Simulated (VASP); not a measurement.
# Si2Mo (I4/mmm) in VASP: a series of runs

The runs below take Si2Mo through single point, with r2SCAN, PBE.

Program: VASP 6.6.1. These are calculated values, not measurements. Logs are shortened: lines on timing, memory, paths and dates and some standing lists are left out, and cuts for length are marked.

## 1. The cell of the first run

It takes space group I4/mmm (No. 139, tetragonal). The conventional cell has a = 3.217 Å, b = 3.217 Å, c = 7.873 Å, α = 90.00°, β = 90.00°, γ = 90.00°. Si (site symmetry 4mm) has 9 Si at 2.60 to 3.22 Å and 5 Mo at 2.62 to 2.64 Å within 3.4 Å. Within 3.5 Å of Mo (site symmetry 4/mmm) lie 10 Si at 2.62 to 2.64 Å and 4 Mo at 3.22 Å.

## 2. Single point, r2SCAN

File POSCAR:

```
Si2Mo
1.0
   -1.6084236952      1.6084236952      3.9365098873
    1.6084236952     -1.6084236952      3.9365098873
    1.6084236952      1.6084236952     -3.9365098873
Si Mo
2 1
Direct
    0.3350991250      0.3350991250      0.0000000000
    0.6649008750      0.6649008750      0.0000000000
    0.0000000000      0.0000000000      0.0000000000
```

File INCAR.step1:

```
  ALGO = Normal
  EDIFF = 1E-4
  ENCUT = 520
  GGA = PE
  ISMEAR = -5
  LASPH = T
  LCHARG = F
  LMAXMIX = 4
  LREAL = F
  LWAVE = T
  NELM = 100
  PREC = Accurate
  SIGMA = 0.1
```

File INCAR.step2:

```
  ALGO = Normal
  EDIFF = 1E-6
  ENCUT = 520
  ISIF = 2
  ISMEAR = 0
  ISTART = 1
  LASPH = T
  LCHARG = F
  LMAXMIX = 4
  LMIXTAU = T
  LORBIT = 11
  LREAL = F
  LWAVE = F
  METAGGA = R2SCAN
  NELM = 100
  PREC = Accurate
  SIGMA = 0.1
```

File KPOINTS:

```
k-points
0
Gamma
  18 18 18
```

Potentials or basis: VASP PAW PBE potentials, release 64 (Si, Mo_sv).

Launch:

```console
$ cat potpaw_PBE.64/Si/POTCAR potpaw_PBE.64/Mo_sv/POTCAR > POTCAR
$ cp INCAR.step1 INCAR
$ mpirun -np 1 vasp_std > vasp.out
$ cp INCAR.step2 INCAR
$ mpirun -np 1 vasp_std > vasp.out
```

OUTCAR:

```text
EDIFF = 1E-6
   ENCUT = 520
   ISIF = 2
   ISMEAR = 0
   ISTART = 1
   LASPH = T
   LORBIT = 11
   LREAL = F
   METAGGA = R2SCAN
   NELM = 100
   PREC = Accurate

 ion  position               nearest neighbor table
   1  0.335  0.335  0.000-   2 2.60   3 2.62   3 2.62   3 2.62   3 2.62   3 2.64   2 2.64   2 2.64
                             2 2.64   2 2.64
   2  0.665  0.665  0.000-   1 2.60   3 2.62   3 2.62   3 2.62   3 2.62   3 2.64   1 2.64   1 2.64
                             1 2.64   1 2.64
   3  0.000  0.000  0.000-   2 2.62   1 2.62   2 2.62   1 2.62   2 2.62   1 2.62   1 2.62   2 2.62
                             1 2.64   2 2.64

  LATTYP: Found a body centered tetragonal cell.
 ALAT       =     3.2168473904
 C/A-ratio  =     2.4474334089

  Lattice vectors:

 A1 = (  -1.6084236952,   1.6084236952,   3.9365098873)
 A2 = (   1.6084236952,  -1.6084236952,   3.9365098873)
 A3 = (   1.6084236952,   1.6084236952,  -3.9365098873)

Analysis of symmetry for initial positions (statically):
=====================================================================
 Subroutine PRICEL returns:
 Original cell was already a primitive cell.

 Routine SETGRP: Setting up the symmetry group for a
 body centered tetragonal supercell.

 Subroutine GETGRP returns: Found 16 space group operations
 (whereof 16 operations were pure point group operations)
 out of a pool of 16 trial point group operations.

The static configuration has the point symmetry D_4h.

Analysis of symmetry for dynamics (positions and initial velocities):
=====================================================================
 Subroutine PRICEL returns:
 Original cell was already a primitive cell.

 Routine SETGRP: Setting up the symmetry group for a
 body centered tetragonal supercell.

 Subroutine GETGRP returns: Found 16 space group operations
 (whereof 16 operations were pure point group operations)
 out of a pool of 16 trial point group operations.

The dynamic configuration has the point symmetry D_4h.

 Subroutine INISYM returns: Found 16 space group operations
 (whereof 16 operations are pure point group operations),
 and found     1 'primitive' translations

----------------------------------------------------------------------------------------

                                     Primitive cell

  volume of cell :      40.7354

  direct lattice vectors                    reciprocal lattice vectors
    -1.608423695  1.608423695  3.936509887     0.000000000  0.310863364  0.127016066
     1.608423695 -1.608423695  3.936509887     0.310863364  0.000000000  0.127016066
[... 104 lines left out ...]
   IALGO  =     38    algorithm
   IMIX   =      4    mixing-type and parameters
     AMIX     =   0.40;   BMIX     =  1.00
     AMIX_MAG =   1.60;   BMIX_MAG =  1.00
  volume/ion in A,a.u.               =      13.58        91.63
  Fermi-wavevector in a.u.,A,eV,Ry     =   1.333189  2.519361 24.182889  1.777392
  Thomas-Fermi vector in A             =   2.462066
   LORBIT       =     11    0 simple, 1 ext, 2 COOP (PROOUT), +10 PAW based schemes
   METAGGA = R2SCAN    functional components
   LHFCALC =     F    Hartree Fock is set to
   AEXX    =    0.0000 exact exchange contribution
   IVDW    =     0    specifies the selected vdW correction
   LEPSILON=     F    determine dielectric tensor
   LRPA    =     F    only Hartree local field effects (RPA)
 non-spin polarized calculation
 Gauss-broadening in eV      SIGMA  =   0.10
  energy-cutoff  :      520.00
  volume of cell :       40.74
 maximum number of plane-waves:      1134
 NGX is ok and might be reduce to    36

 number of electron      22.0000000 magnetization

 Free energy of the ion-electron system (eV)
  ---------------------------------------------------
  ext. energy  EPLUGINS =         0.00000000
  ---------------------------------------------------
  free energy    TOTEN  =       -45.01082477 eV

  energy without entropy =      -45.00976261  energy(sigma->0) =      -45.01029369

 E-fermi :  12.0692     XC(G=0): -13.3207

 val. band max:       12.0602920057   @ k =  -0.1667  -0.1667   0.1111
 cond. band min:      12.0706462295   @ k =  -0.2778  -0.2778   0.2222
 fundamental gap:      0.0103542237
 Fermi energy:        12.0691508271

 k-point     1 :       0.0000    0.0000    0.0000
  band No.  band energies     occupation
      1     -50.5801      2.00000
      2     -24.0109      2.00000
      3     -23.9274      2.00000
      4     -23.9274      2.00000
      5      -2.0101      2.00000
      6       5.3879      2.00000
      7       8.5383      2.00000
      8       9.0229      2.00000
      9       9.3012      2.00000
     10       9.3012      2.00000
     11      12.4145      0.00000
     12      15.4272      0.00000
     13      15.5316      0.00000
     14      15.7021      0.00000
[... 401 lines left out ...]
      2     -24.0376      2.00000
      3     -24.0005      2.00000
      4     -23.9246      2.00000
      5      -1.1016      2.00000
      6       5.4497      2.00000
      7       6.8064      2.00000
      8       8.7538      2.00000
      9       9.3515      2.00000
     10      10.1209      2.00000
     11      10.6814      2.00000
     12      14.0384      0.00000
     13      14.4487      0.00000
     14      16.3470      0.00000
     15      16.6618      0.00000

 [... further k-points ...]
[... 5 lines left out ...]
  --------------------------------------------------------------------------------------
  -------------------------------------------------------------------------------------
  Total       -0.6920364     -0.6920364     -1.0695596      0.0000000      0.0000000      0.0000000
  in kB      -27.2186908    -27.2186908    -42.0671713      0.0000000      0.0000000      0.0000000
  external PRESSURE =     -32.1681843 kB  Pullay stress =       0.0000000 kB

 VOLUME and BASIS-vectors are now :
 -----------------------------------------------------------------------------
  energy-cutoff  :      520.00
  volume of cell :       40.74
      direct lattice vectors                 reciprocal lattice vectors
    -1.608423695  1.608423695  3.936509887     0.000000000  0.310863364  0.127016066
     1.608423695 -1.608423695  3.936509887     0.310863364  0.000000000  0.127016066
     1.608423695  1.608423695 -3.936509887     0.310863364  0.310863364  0.000000000

 POSITION                                       TOTAL-FORCE (eV/Angst)
 -----------------------------------------------------------------------------------
      0.00000      0.00000      2.63824        -0.000000     -0.000000      0.066794
      0.00000      0.00000      5.23478        -0.000000     -0.000000     -0.066794
      0.00000      0.00000      0.00000         0.000000      0.000000      0.000000
 -----------------------------------------------------------------------------------
    total drift:                               -0.000000      0.000000     -0.000000

  FREE ENERGIE OF THE ION-ELECTRON SYSTEM (eV)
  ---------------------------------------------------
  free  energy   TOTEN  =       -45.0108247733 eV

  energy  without entropy=      -45.0097626110  energy(sigma->0) =      -45.01029369

 total charge

# of ion       s       p       d       tot
------------------------------------------
    1        0.730   0.882   0.000   1.612
    2        0.730   0.882   0.000   1.612
    3        2.277   6.208   4.135  12.621
--------------------------------------------------
tot          3.738   7.971   4.135  15.844
```

It took 21 min on 1 thread of Intel Xeon Platinum 8259CL at 2.50GHz (Skylake/Cascade Lake), shared host; peak memory 0.45 GiB.

What came out:

- Free energy: -45.0108 eV
- Pressure: -3.2 GPa
- Largest force: 0.067 eV/Å
- Band gap on the k mesh: zero (band 11 reaches 12.52 eV, above the bottom of band 12 at 11.50 eV)
- Valence electrons inside the program's atomic spheres: Si 1.61; Mo 12.62

Forces in eV/Å, atoms in the order of the input:
```
Si   0.000  0.000  0.067
Si   0.000  0.000 -0.067
Mo   0.000  0.000  0.000
```

Levels at points of the mesh, in eV from the Fermi level:
```csv
k point,band 8,band 9,band 10,band 11,band 12,band 13,band 14,band 15
"(0.00, 0.00, 0.00)",-3.05,-2.77,-2.77,0.35,3.36,3.46,3.63,3.63
"(0.50, 0.00, 0.00)",-4.79,-2.73,-2.63,-0.54,2.46,3.23,4.31,4.41
"(0.50, 0.50, 0.00)",-5.39,-4.66,-3.21,-1.39,2.54,2.93,3.32,3.51
"(0.50, 0.50, 0.50)",-2.23,-0.61,-0.61,-0.57,-0.57,0.48,5.03,5.58
```

Caveat: the PAW data sets were made with another functional, which shifts forces and pressure a little.

[end of part 1 of 2]
